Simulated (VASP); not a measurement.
# Sc in VASP: single point with PBEsol

Aim: the single point of Sc with PBEsol.

Everything below comes from runs of VASP 6.6.1. Logs are shortened: lines on timing, memory, paths and dates and some standing lists are left out, and cuts for length are marked.

## (1) The cell of the first run

The typed cell holds 1 atom: a = 3.121 Å, b = 3.121 Å, c = 3.604 Å, α = 54.73°, β = 54.73°, γ = 70.53°.

## (2) Single point, PBEsol

INCAR

```
PREC = Accurate
ENCUT = 520
EDIFF = 1E-7
ISMEAR = 0
SIGMA = 0.15
LREAL = F
LASPH = T
NELM = 100
ALGO = Fast
ISIF = 2
LWAVE = F
LCHARG = F
GGA = PS
NBANDS = 12
```

KPOINTS

```
regular mesh
0
Gamma
  20 20 20
```

POSCAR

```
Sc
1.0
    0.0000000000      2.5486783803      1.8019156149
    2.5486783803      0.0000000000      1.8019156149
    2.5486783803      2.5486783803      0.0000000000
Sc
1
Direct
    0.0000000000      0.0000000000      0.0000000000
```

Potentials or basis: VASP PAW PBE potentials, release 64 (Sc_sv).

Command:

```sh
$ cat potpaw_PBE.64/Sc_sv/POTCAR > POTCAR
$ mpirun -np 1 vasp_std > vasp.out
```

OUTCAR:

```text
PREC = Accurate
   ENCUT = 520
   EDIFF = 1E-7
   ISMEAR = 0
   LREAL = F
   LASPH = T
   NELM = 100
   ISIF = 2
   GGA = PS

 ion  position               nearest neighbor table
   1  0.000  0.000  0.000-

  LATTYP: Found a body centered tetragonal cell.
 ALAT       =     3.6043755315
 C/A-ratio  =     0.9998489886

  Lattice vectors:

 A1 = (   0.0000000000,  -2.5486783803,  -1.8019156149)
 A2 = (   0.0000000000,   2.5486783803,  -1.8019156149)
 A3 = (   2.5486783803,   0.0000000000,   1.8019156149)

Analysis of symmetry for initial positions (statically):
=====================================================================
 Subroutine PRICEL returns:
 Original cell was already a primitive cell.

 Routine SETGRP: Setting up the symmetry group for a
 body centered tetragonal supercell.

 Subroutine GETGRP returns: Found 16 space group operations
 (whereof 16 operations were pure point group operations)
 out of a pool of 16 trial point group operations.

The static configuration has the point symmetry D_4h.

Analysis of symmetry for dynamics (positions and initial velocities):
=====================================================================
 Subroutine PRICEL returns:
 Original cell was already a primitive cell.

 Routine SETGRP: Setting up the symmetry group for a
 body centered tetragonal supercell.

 Subroutine GETGRP returns: Found 16 space group operations
 (whereof 16 operations were pure point group operations)
 out of a pool of 16 trial point group operations.

The dynamic configuration has the point symmetry D_4h.

 Subroutine INISYM returns: Found 16 space group operations
 (whereof 16 operations are pure point group operations),
 and found     1 'primitive' translations

----------------------------------------------------------------------------------------

                                     Primitive cell

  volume of cell :      23.4096

  direct lattice vectors                    reciprocal lattice vectors
     0.000000000  2.548678380  1.801915615    -0.196180108  0.196180108  0.277482472
     2.548678380  0.000000000  1.801915615     0.196180108 -0.196180108  0.277482472
     2.548678380  2.548678380  0.000000000     0.196180108  0.196180108 -0.277482472

  length of vectors
     3.121323657  3.121323657  3.604375532     0.392389847  0.392389847  0.392389847

  position of ions in fractional coordinates (direct lattice)
     0.000000000  0.000000000  0.000000000

  ion indices of the primitive-cell ions
   primitive index   ion index
                 1           1

----------------------------------------------------------------------------------------

 KPOINTS: regular mesh

Automatic generation of k-mesh.
 Grid dimensions read from file:
 generate k-points for:   20   20   20

 Generating k-lattice:

  Cartesian coordinates                     Fractional coordinates (reciprocal lattice)
    -0.009809005  0.009809005  0.013874124     0.050000000  0.000000000  0.000000000
     0.009809005 -0.009809005  0.013874124     0.000000000  0.050000000  0.000000000
     0.009809005  0.009809005 -0.013874124     0.000000000  0.000000000  0.050000000

  Length of vectors
     0.019619492  0.019619492  0.019619492

  Shift w.r.t. Gamma in fractional coordinates (k-lattice)
     0.000000000  0.000000000  0.000000000

 Subroutine IBZKPT returns following result:
 ===========================================

 Found    641 irreducible k-points:

 Following reciprocal coordinates:
            Coordinates               Weight
  0.000000  0.000000  0.000000      1.000000
  0.050000 -0.000000  0.000000      8.000000
  0.100000  0.000000  0.000000      8.000000
  0.150000  0.000000  0.000000      8.000000
  0.200000  0.000000  0.000000      8.000000
  0.250000  0.000000  0.000000      8.000000
[... 16 lines left out ...]
 -0.400000  0.050000  0.000000      8.000000
 -0.350000  0.050000  0.000000      8.000000
 [... further k-points ...]
   k-points           NKPTS =    641   k-points in BZ     NKDIM =    641   number of bands    NBANDS=     12
   number of dos      NEDOS =    301   number of ions     NIONS =      1
   total plane-waves  NPLWV =  16128
   dimension x,y,z NGX =    24 NGY =   24 NGZ =   28
   dimension x,y,z NGXF=    48 NGYF=   48 NGZF=   56
   ions per type =               1
   NGX,Y,Z   is equivalent  to a cutoff of  12.78, 12.78, 12.91 a.u.
   NGXF,Y,Z  is equivalent  to a cutoff of  25.57, 25.57, 25.83 a.u.
 SYSTEM =  unknown system
   PREC   = accura    normal or accurate (medium, high low for compatibility)
   ISTART =      0    job   : 0-new  1-cont  2-samecut
   ICHARG =      2    charge: 1-file 2-atom 10-const
   ISPIN  =      1    spin polarized calculation?
   LNONCOLLINEAR =      F non collinear calculations
   LSORBIT =      F    spin-orbit coupling
   LASPH  =      T    aspherical Exc in radial PAW
   ENCUT  =  520.0 eV  38.22 Ry    6.18 a.u.   5.80  5.80  6.70*2*pi/ulx,y,z
   NELM   =    100;   NELMIN=  2; NELMDL= -5     # of ELM steps
   EDIFF  = 0.1E-06   stopping-criterion for ELM
   LREAL  =      F    real-space projection
   EDIFFG = 0.1E-05   stopping-criterion for IOM
   NSW    =      0    number of steps for IOM
   IBRION =     -1    ionic relax: 0-MD 1-quasi-New 2-CG
   NFREE  =      0    steps in history (QN), initial steepest desc. (CG)
   ISIF   =      2    stress and relaxation
   ISYM   =      2    0-nonsym 1-usesym 2-fastsym
   POTIM  = 0.5000    time-step for ionic-motion
   TEBEG  =    0.0;   TEEND  =   0.0 temperature during run
   PSTRESS=    0.0 pullay stress
   NELECT =      11.0000    total number of electrons
   NUPDOWN=      -1.0000    fix difference up-down
   EMIN   =  10.00;   EMAX   =-10.00  energy-range for DOS
   EFERMI =   0.00;   METHOD = LEGACY
   ISMEAR =     0;   SIGMA  =   0.15  broadening in eV -4-tet -1-fermi 0-gaus
   EFERMI_NEDOS =   21; number of points for ismear=-14 and -15
   IALGO  =     68    algorithm
   IMIX   =      4    mixing-type and parameters
     AMIX     =   0.40;   BMIX     =  1.00
     AMIX_MAG =   1.60;   BMIX_MAG =  1.00
  volume/ion in A,a.u.               =      23.41       157.98
  Fermi-wavevector in a.u.,A,eV,Ry     =   1.272744  2.405136 22.039751  1.619876
  Thomas-Fermi vector in A             =   2.405605
   LORBIT       =      0    0 simple, 1 ext, 2 COOP (PROOUT), +10 PAW based schemes
   GGA     = PS    functional components
   LHFCALC =     F    Hartree Fock is set to
   AEXX    =    0.0000 exact exchange contribution
   IVDW    =     0    specifies the selected vdW correction
   LEPSILON=     F    determine dielectric tensor
   LRPA    =     F    only Hartree local field effects (RPA)
 non-spin polarized calculation
 RMM-DIIS sequential band-by-band and
 Gauss-broadening in eV      SIGMA  =   0.15
  energy-cutoff  :      520.00
  volume of cell :       23.41
 maximum number of plane-waves:       664
   NGX = 11   NGY = 11   NGZ = 13

 number of electron      11.0000000 magnetization

 Free energy of the ion-electron system (eV)
  ---------------------------------------------------
  ext. energy  EPLUGINS =         0.00000000
  ---------------------------------------------------
  free energy    TOTEN  =        -6.50612000 eV

  energy without entropy =       -6.47791199  energy(sigma->0) =       -6.49201600

 E-fermi :   4.0003     XC(G=0): -10.2063

 val. band max:        3.9972000961   @ k =  -0.2500   0.2500   0.2000
 cond. band min:       4.0032411614   @ k =   0.5000   0.1500   0.3500
 fundamental gap:      0.0060410653
 Fermi energy:         4.0003206158

 k-point     1 :       0.0000    0.0000    0.0000
  band No.  band energies     occupation
      1     -45.2414      2.00000
      2     -23.7028      2.00000
      3     -23.7028      2.00000
      4     -23.7028      2.00000
      5      -1.3479      2.00000
      6       5.5043      0.00000
      7       5.5052      0.00000
      8       5.5052      0.00000
      9       7.0359      0.00000
     10       7.0370      0.00000
     11      18.4512      0.00000
     12      18.4527      0.00000

 k-point     2 :       0.0500   -0.0000    0.0000
  band No.  band energies     occupation
      1     -45.2394      2.00000
      2     -23.7150      2.00000
      3     -23.7066      2.00000
      4     -23.7029      2.00000
      5      -1.2773      2.00000
      6       5.4682      0.00000
      7       5.4927      0.00000
      8       5.5581      0.00000
      9       6.9918      0.00000
     10       7.0380      0.00000
     11      18.3929      0.00000
     12      18.4772      0.00000

 k-point     3 :       0.1000    0.0000    0.0000
  band No.  band energies     occupation
      1     -45.2337      2.00000
      2     -23.7501      2.00000
      3     -23.7175      2.00000
      4     -23.7031      2.00000
      5      -1.0686      2.00000
      6       5.3644      0.00000
      7       5.4419      0.00000
      8       5.7160      0.00000
      9       6.8847      0.00000
     10       7.0448      0.00000
     11      18.0554      0.00000
     12      18.3943      0.00000

 k-point     4 :       0.1500    0.0000    0.0000
  band No.  band energies     occupation
      1     -45.2248      2.00000
      2     -23.8044      2.00000
      3     -23.7345      2.00000
      4     -23.7033      2.00000
      5      -0.7320      2.00000
      6       5.2084      0.00000
      7       5.3216      0.00000
      8       5.9720      0.00000
      9       6.7834      0.00000
     10       7.0601      0.00000
     11      17.4509      0.00000
     12      18.1464      0.00000

 k-point     5 :       0.2000    0.0000    0.0000
  band No.  band energies     occupation
      1     -45.2136      2.00000
      2     -23.8720      2.00000
      3     -23.7558      2.00000
      4     -23.7037      2.00000
      5      -0.2855      2.00000
      6       5.0211      0.00000
      7       5.1171      0.00000
      8       6.3144      0.00000
      9       6.7472      0.00000
     10       7.0877      0.00000
     11      16.5499      0.00000
     12      17.6390      0.00000
[... 228 lines left out ...]
      1     -45.1591      2.00000
      2     -24.1757      2.00000
      3     -23.8590      2.00000
      4     -23.7137      2.00000
      5       2.1846      2.00000
      6       4.3052      0.00404
      7       4.4792      0.00001
      8       6.9094      0.00000
      9       7.4831      0.00000
     10       8.4237      0.00000
     11      11.4224      0.00000
     12      15.0339      0.00000

 k-point    22 :      -0.4500    0.0500    0.0000
  band No.  band energies     occupation
      1     -45.1611      2.00000
      2     -24.1646      2.00000
      3     -23.8553      2.00000
      4     -23.7137      2.00000
      5       2.1023      2.00000
      6       4.3312      0.00181
      7       4.4390      0.00004
      8       6.9099      0.00000
      9       7.4525      0.00000
     10       8.3178      0.00000
     11      11.6564      0.00000
     12      15.1259      0.00000

 k-point    23 :      -0.4000    0.0500    0.0000
  band No.  band energies     occupation
      1     -45.1668      2.00000
      2     -24.1324      2.00000
      3     -23.8447      2.00000
      4     -23.7136      2.00000
      5       1.8414      2.00000
      6       4.3916      0.00023
      7       4.4074      0.00012
      8       6.8837      0.00000
      9       7.3899      0.00000
     10       8.0285      0.00000
     11      12.2998      0.00000
     12      15.3950      0.00000

 k-point    24 :      -0.3500    0.0500    0.0000
  band No.  band energies     occupation
      1     -45.1758      2.00000
      2     -24.0818      2.00000
      3     -23.8280      2.00000
      4     -23.7136      2.00000
      5       1.4078      2.00000
      6       4.4448      0.00003
      7       4.5291      0.00000
      8       6.8032      0.00000
      9       7.3347      0.00000
     10       7.6208      0.00000
     11      13.2305      0.00000
     12      15.8206      0.00000

 [... further k-points ...]

------------------------ aborting loop because EDIFF is reached ----------------------------------------

  FORCE on cell =-STRESS in cart. coord.  units (eV):
  Direction    XX          YY          ZZ          XY          YZ          ZX
  --------------------------------------------------------------------------------------
  -------------------------------------------------------------------------------------
  Total        0.1687717      0.1687717      0.1686848      0.0000000      0.0000000     -0.0000000
  in kB       11.5508943     11.5508943     11.5449501      0.0000000      0.0000000     -0.0000000
  external PRESSURE =      11.5489129 kB  Pullay stress =       0.0000000 kB

 VOLUME and BASIS-vectors are now :
 -----------------------------------------------------------------------------
  energy-cutoff  :      520.00
  volume of cell :       23.41
      direct lattice vectors                 reciprocal lattice vectors
     0.000000000  2.548678380  1.801915615    -0.196180108  0.196180108  0.277482472
     2.548678380  0.000000000  1.801915615     0.196180108 -0.196180108  0.277482472
     2.548678380  2.548678380  0.000000000     0.196180108  0.196180108 -0.277482472

 POSITION                                       TOTAL-FORCE (eV/Angst)
 -----------------------------------------------------------------------------------
      0.00000      0.00000      0.00000        -0.000000     -0.000000      0.000000
 -----------------------------------------------------------------------------------
    total drift:                               -0.000000     -0.000000      0.000000

  FREE ENERGIE OF THE ION-ELECTRON SYSTEM (eV)
  ---------------------------------------------------
  free  energy   TOTEN  =        -6.5061199987 eV

  energy  without entropy=       -6.4779119915  energy(sigma->0) =       -6.49201600
```

Run time: 5.5 min. Hardware: 1 thread of AMD EPYC 7R43 (Zen 3), shared host; peak memory 0.25 GiB.

What came out:

| Property | Result |
| --- | --- |
| Free energy | -6.5061 eV |
| Pressure | 1.2 GPa |

Caveat: the PAW data sets were made with another functional, which shifts forces and pressure a little.
